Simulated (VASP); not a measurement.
# N2 in VASP: further runs, part 2 of 2

VASP 6.6.1.

## (3) Relaxation of the atoms, PBEsol

Contents of INCAR:

```
SYSTEM = N
  ALGO = Normal
  EDIFF = 1E-7
  EDIFFG = -0.01
  ENCUT = 520
  GGA = PS
  IBRION = 2
  ISIF = 2
  ISMEAR = 1
  LASPH = .TRUE.
  LCHARG = .FALSE.
  LREAL = .FALSE.
  LWAVE = .FALSE.
  NELM = 80
  NSW = 80
  PREC = Accurate
  SIGMA = 0.02
```

Contents of KPOINTS:

```
k-points
0
G
  1 1 1
  0 0 0
```

Contents of POSCAR:

```
N
1.0
    9.0000000000      0.0000000000      0.0000000000
    0.0000000000      9.5000000000      0.0000000000
    0.0000000000      0.0000000000     10.0000000000
N
2
Direct
    0.5000000000      0.5000000000      0.4445000000
    0.5000000000      0.5000000000      0.5555000000
```

Potentials or basis: VASP PAW PBE potentials, release 64 (N).

Command:

```bash
> cat potpaw_PBE.64/N/POTCAR > POTCAR
> mpirun -np 1 vasp_gam > vasp.out
```

OUTCAR:

```text
SYSTEM = N
   EDIFF = 1E-7
   EDIFFG = -0.01
   ENCUT = 520
   GGA = PS
   IBRION = 2
   ISIF = 2
   ISMEAR = 1
   LASPH = .TRUE.
   LREAL = .FALSE.
   NELM = 80
   NSW = 80
   PREC = Accurate

 ion  position               nearest neighbor table
   1  0.500  0.500  0.444-   2 1.11
   2  0.500  0.500  0.556-   1 1.11

  LATTYP: Found a simple orthorhombic cell.
 ALAT       =     9.0000000000
 B/A-ratio  =     1.0555555556
 C/A-ratio  =     1.1111111111

  Lattice vectors:

 A1 = (   9.0000000000,   0.0000000000,   0.0000000000)
 A2 = (   0.0000000000,   9.5000000000,   0.0000000000)
 A3 = (   0.0000000000,   0.0000000000,  10.0000000000)

Analysis of symmetry for initial positions (statically):
=====================================================================
 Subroutine PRICEL returns:
 Original cell was already a primitive cell.

 Routine SETGRP: Setting up the symmetry group for a
 simple orthorhombic supercell.

 Subroutine GETGRP returns: Found  8 space group operations
 (whereof  8 operations were pure point group operations)
 out of a pool of  8 trial point group operations.

The static configuration has the point symmetry D_2h.

Analysis of symmetry for dynamics (positions and initial velocities):
=====================================================================
 Subroutine PRICEL returns:
 Original cell was already a primitive cell.

 Routine SETGRP: Setting up the symmetry group for a
 simple orthorhombic supercell.

 Subroutine GETGRP returns: Found  8 space group operations
 (whereof  8 operations were pure point group operations)
 out of a pool of  8 trial point group operations.

The dynamic configuration has the point symmetry D_2h.

 Subroutine INISYM returns: Found  8 space group operations
 (whereof  8 operations are pure point group operations),
 and found     1 'primitive' translations

----------------------------------------------------------------------------------------

                                     Primitive cell

  volume of cell :     855.0000

  direct lattice vectors                    reciprocal lattice vectors
     9.000000000  0.000000000  0.000000000     0.111111111  0.000000000  0.000000000
     0.000000000  9.500000000  0.000000000     0.000000000  0.105263158  0.000000000
     0.000000000  0.000000000 10.000000000     0.000000000  0.000000000  0.100000000

  length of vectors
     9.000000000  9.500000000 10.000000000     0.111111111  0.105263158  0.100000000

  position of ions in fractional coordinates (direct lattice)
     0.500000000  0.500000000  0.444500000
     0.500000000  0.500000000  0.555500000

  ion indices of the primitive-cell ions
   primitive index   ion index
                 1           1
                 2           2

----------------------------------------------------------------------------------------

 KPOINTS: k-points

Automatic generation of k-mesh.
 Grid dimensions read from file:
 generate k-points for:    1    1    1

 Generating k-lattice:

  Cartesian coordinates                     Fractional coordinates (reciprocal lattice)
     0.111111111  0.000000000  0.000000000     1.000000000  0.000000000  0.000000000
     0.000000000  0.105263158  0.000000000     0.000000000  1.000000000  0.000000000
     0.000000000  0.000000000  0.100000000     0.000000000  0.000000000  1.000000000

  Length of vectors
     0.111111111  0.105263158  0.100000000

  Shift w.r.t. Gamma in fractional coordinates (k-lattice)
     0.000000000  0.000000000  0.000000000

 Subroutine IBZKPT returns following result:
 ===========================================

 Found      1 irreducible k-points:

 Following reciprocal coordinates:
            Coordinates               Weight
  0.000000  0.000000  0.000000      1.000000
   k-points           NKPTS =      1   k-points in BZ     NKDIM =      1   number of bands    NBANDS=      9
   number of dos      NEDOS =    301   number of ions     NIONS =      2
   total plane-waves  NPLWV = 403200
   dimension x,y,z NGX =    70 NGY =   72 NGZ =   80
   dimension x,y,z NGXF=   140 NGYF=  144 NGZF=  160
   ions per type =               2
   NGX,Y,Z   is equivalent  to a cutoff of  12.93, 12.60, 13.30 a.u.
   NGXF,Y,Z  is equivalent  to a cutoff of  25.86, 25.20, 26.60 a.u.
 SYSTEM =  N
   PREC   = accura    normal or accurate (medium, high low for compatibility)
   ISTART =      0    job   : 0-new  1-cont  2-samecut
   ICHARG =      2    charge: 1-file 2-atom 10-const
   ISPIN  =      1    spin polarized calculation?
   LNONCOLLINEAR =      F non collinear calculations
   LSORBIT =      F    spin-orbit coupling
   LASPH  =      T    aspherical Exc in radial PAW
   ENCUT  =  520.0 eV  38.22 Ry    6.18 a.u.  16.73 17.66 18.59*2*pi/ulx,y,z
   NELM   =     80;   NELMIN=  2; NELMDL= -5     # of ELM steps
   EDIFF  = 0.1E-06   stopping-criterion for ELM
   LREAL  =      F    real-space projection
   EDIFFG = -.1E-01   stopping-criterion for IOM
   NSW    =     80    number of steps for IOM
   IBRION =      2    ionic relax: 0-MD 1-quasi-New 2-CG
   NFREE  =      1    steps in history (QN), initial steepest desc. (CG)
   ISIF   =      2    stress and relaxation
   ISYM   =      2    0-nonsym 1-usesym 2-fastsym
   POTIM  = 0.5000    time-step for ionic-motion
   TEBEG  =    0.0;   TEEND  =   0.0 temperature during run
   PSTRESS=    0.0 pullay stress
   NELECT =      10.0000    total number of electrons
   NUPDOWN=      -1.0000    fix difference up-down
   EMIN   =  10.00;   EMAX   =-10.00  energy-range for DOS
   EFERMI =   0.00;   METHOD = LEGACY
   ISMEAR =     1;   SIGMA  =   0.02  broadening in eV -4-tet -1-fermi 0-gaus
   EFERMI_NEDOS =   21; number of points for ismear=-14 and -15
   IALGO  =     38    algorithm
   IMIX   =      4    mixing-type and parameters
     AMIX     =   0.40;   BMIX     =  1.00
     AMIX_MAG =   1.60;   BMIX_MAG =  1.00
  volume/ion in A,a.u.               =     427.50      2884.91
  Fermi-wavevector in a.u.,A,eV,Ry     =   0.371609  0.702239  1.878872  0.138093
  Thomas-Fermi vector in A             =   1.299861
   LORBIT       =      0    0 simple, 1 ext, 2 COOP (PROOUT), +10 PAW based schemes
   GGA     = PS    functional components
   LHFCALC =     F    Hartree Fock is set to
   AEXX    =    0.0000 exact exchange contribution
   IVDW    =     0    specifies the selected vdW correction
   LEPSILON=     F    determine dielectric tensor
   LRPA    =     F    only Hartree local field effects (RPA)
 conjugate gradient relaxation of ions
 non-spin polarized calculation
 Methfessel and Paxton  Order N= 1 SIGMA  =   0.02
  energy-cutoff  :      520.00
  volume of cell :      855.00
 maximum number of plane-waves:     11510
 NGX is ok and might be reduce to    70
   NGX = 33   NGY = 35   NGZ = 37

--------------------------------------- Ionic step        1  -------------------------------------------

 number of electron      10.0000001 magnetization

 Free energy of the ion-electron system (eV)
  ---------------------------------------------------
  ext. energy  EPLUGINS =         0.00000000
  ---------------------------------------------------
  free energy    TOTEN  =       -17.05998381 eV

  energy without entropy =      -17.06114339  energy(sigma->0) =      -17.06037033

------------------------ aborting loop because EDIFF is reached ----------------------------------------

  FORCE on cell =-STRESS in cart. coord.  units (eV):
  Direction    XX          YY          ZZ          XY          YZ          ZX
  --------------------------------------------------------------------------------------
  -------------------------------------------------------------------------------------
  Total       -0.0541095     -0.0524461      0.1997812      0.0000000      0.0000000      0.0000000
  in kB       -0.1013953     -0.0982783      0.3743682      0.0000000      0.0000000      0.0000000
  external PRESSURE =       0.0582316 kB  Pullay stress =       0.0000000 kB
[... 57 lines left out ...]
  energy  without entropy=      -17.0235560701  energy(sigma->0) =      -17.02278302

--------------------------------------- Ionic step        3  -------------------------------------------

 number of electron      10.0000001 magnetization

 Free energy of the ion-electron system (eV)
  ---------------------------------------------------
  ext. energy  EPLUGINS =         0.00000000
  ---------------------------------------------------
  free energy    TOTEN  =       -17.06019365 eV

  energy without entropy =      -17.06135323  energy(sigma->0) =      -17.06058017

 E-fermi :  -9.9649     XC(G=0):  -0.6759

 val. band max:       -9.9816886475   @ k =   0.0000   0.0000   0.0000
 cond. band min:      -1.9354025725   @ k =   0.0000   0.0000   0.0000
 fundamental gap:      8.0462860751
 Fermi energy:        -9.9648510032

 k-point     1 :       0.0000    0.0000    0.0000
  band No.  band energies     occupation
      1     -27.9891      2.00000
      2     -13.2758      2.00000
      3     -11.3995      2.00000
      4     -11.3995      2.00000
      5      -9.9817      2.00000
      6      -1.9354      0.00000
      7      -1.9350      0.00000
      8      -0.1633      0.00000
      9       1.2266      0.00000

------------------------ aborting loop because EDIFF is reached ----------------------------------------
[... 25 lines left out ...]
  FREE ENERGIE OF THE ION-ELECTRON SYSTEM (eV)
  ---------------------------------------------------
  free  energy   TOTEN  =       -17.0601936470 eV

  energy  without entropy=      -17.0613532281  energy(sigma->0) =      -17.06058017

 reached required accuracy - stopping structural energy minimisation
```

OSZICAR:

```text
N       E                     dE             d eps       ncg     rms          rms(c)
DAV:   1     0.112839120046E+03    0.11284E+03   -0.22116E+03    18   0.587E+02
DAV:   2     0.241623139927E+02   -0.88677E+02   -0.88345E+02    35   0.911E+01
DAV:   3    -0.149411471688E+02   -0.39103E+02   -0.39046E+02    19   0.101E+02
[... 45 lines left out ...]
DAV:  10    -0.170601908928E+02   -0.35889E-05   -0.10515E-07    18   0.145E-03    0.102E-04
DAV:  11    -0.170601928646E+02   -0.19718E-05   -0.63989E-08    18   0.950E-04    0.127E-04
DAV:  12    -0.170601935129E+02   -0.64824E-06   -0.15209E-08    18   0.509E-04    0.217E-05
DAV:  13    -0.170601936285E+02   -0.11568E-06   -0.16959E-09    18   0.219E-04    0.294E-05
DAV:  14    -0.170601936470E+02   -0.18447E-07   -0.36000E-10    18   0.128E-04
   3 F= -.17060194E+02 E0= -.17060580E+02  d E =-.209841E-03
```

CONTCAR:

```text
N
   1.00000000000000
     9.0000000000000000    0.0000000000000000    0.0000000000000000
     0.0000000000000000    9.5000000000000000    0.0000000000000000
     0.0000000000000000    0.0000000000000000   10.0000000000000000
  N
     2
Direct
     0.5000000000000000    0.5000000000000000    0.4444171999413866
     0.5000000000000000    0.5000000000000000    0.5555828000586134

  0.00000000E+00  0.00000000E+00  0.00000000E+00
  0.00000000E+00  0.00000000E+00  0.00000000E+00
```

Run time: 2.9 min. Hardware: 1 thread of Intel Xeon 8259CL, shared host; peak memory 0.79 GiB.

What came out:

```
Free energy                     : -17.0602 eV
Energy gained by relaxing       : 0.1 meV/atom
Ionic steps                     : 3
Gap between the frontier levels : 8.05 eV
```

The path:
```csv
step,energy change (eV),largest force (eV/Å),pressure (GPa)
1,0.0000,0.2544,0.01
2,0.0376,3.2056,-0.24
3,-0.0002,0.0004,-0.01
```

Final structure:
```
CELL_PARAMETERS angstrom
9.00000 0.00000 0.00000
0.00000 9.50000 0.00000
0.00000 0.00000 10.00000
ATOMIC_POSITIONS crystal
N 0.50000 0.50000 0.44442
N 0.50000 0.50000 0.55558
```

Caveat: the standard files for N, O and F lose accuracy on very short bonds; the PAW data sets were made with another functional, which shifts forces and pressure a little.
